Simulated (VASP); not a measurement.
Set up this calculation in VASP 6.6.1, as the native input.

```
Task                   : single point
Functional             : PBEsol
Potentials or basis    : VASP PAW PBE potentials, release 64 (Ag, I)
Cutoff                 : 500 eV
k mesh                 : 8 × 8 × 8
Occupations            : gaussian, width 0.01 eV
Spin                   : no spin polarisation
Dipole correction      : no
Further INCAR settings : ALGO = Normal; EDIFF = 1e-06; NBANDS = 16
```

The structure of AgI lies in POSCAR:

```
AgI
1.0
    0.0000000000      3.1289066515      3.1289066515
    3.1289066515      0.0000000000      3.1289066515
    3.1289066515      3.1289066515      0.0000000000
Ag I
1 1
Direct
    0.0000000000      0.0000000000      0.0000000000
    0.7500000000      0.7500000000      0.7500000000
```

The input as run:

INCAR

```
PREC = Accurate
ENCUT = 500
EDIFF = 1E-6
ISMEAR = 0
SIGMA = 0.01
LREAL = False
LASPH = True
NELM = 120
ALGO = Normal
ISIF = 2
LWAVE = False
LCHARG = True
GGA = PS
LELF = True
LVHAR = True
NBANDS = 16
GGA_COMPAT = False
```

KPOINTS

```
Automatic mesh
0
Gamma
  8 8 8
```

Potentials or basis: VASP PAW PBE potentials, release 64 (Ag, I).

Command:

```bash
$ cat potpaw_PBE.64/Ag/POTCAR potpaw_PBE.64/I/POTCAR > POTCAR
$ mpirun -np 1 vasp_std > vasp.out
```

Results of the run:

```
Pressure               : 3.9 GPa
Band gap on the k mesh : 1.20 eV, direct
```

Caveat: the PAW data sets were made with another functional, which shifts forces and pressure a little; spin-orbit coupling is left out, which moves the levels of the heavy elements.

Wall time 12 s on 1 thread of AMD EPYC 9R45 96-Core Processor (Zen 5) (shared host), peak memory 0.16 GiB.
